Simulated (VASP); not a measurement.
BAs, 2 atoms in the cell. It takes space group F-43m (No. 216, cubic). Conventional cell: a = 4.712 Å, b = 4.712 Å, c = 4.712 Å, α = 90.00°, β = 90.00°, γ = 90.00°. Within 2.7 Å of B (site symmetry -43m) lie 4 As at 2.04 Å. Within 2.7 Å of As (site symmetry -43m) lie 4 B at 2.04 Å.  This cell differs from its parent crystal: volume scaled by 0.96.

* Program: VASP 6.6.1
* Task: single point
* Functional: PBE
* Potentials or basis: VASP PAW PBE potentials, release 64 (B, As)
* Cutoff: 520 eV
* k mesh: 13 × 13 × 13
* Occupations: fermi-dirac, width 0.05 eV
* Spin: no spin polarisation
* Dipole correction: no
* Further INCAR settings: ALGO = Normal; EDIFF = 1e-07; NBANDS = 11

Potentials or basis: VASP PAW PBE potentials, release 64 (B, As).

Launch:

```bash
$ cat potpaw_PBE.64/B/POTCAR potpaw_PBE.64/As/POTCAR > POTCAR
$ mpirun -np 1 vasp_std > vasp.out
```

Hardware: 1 thread of AMD EPYC 7R13, with other jobs on the host.

Question: Estimate the wall time of this run.

Answer: Run time: 36 s on 1 thread of AMD EPYC 7R13, with other jobs on the host, peak memory 0.14 GiB. Counts: scf iterations 13, k points 84.
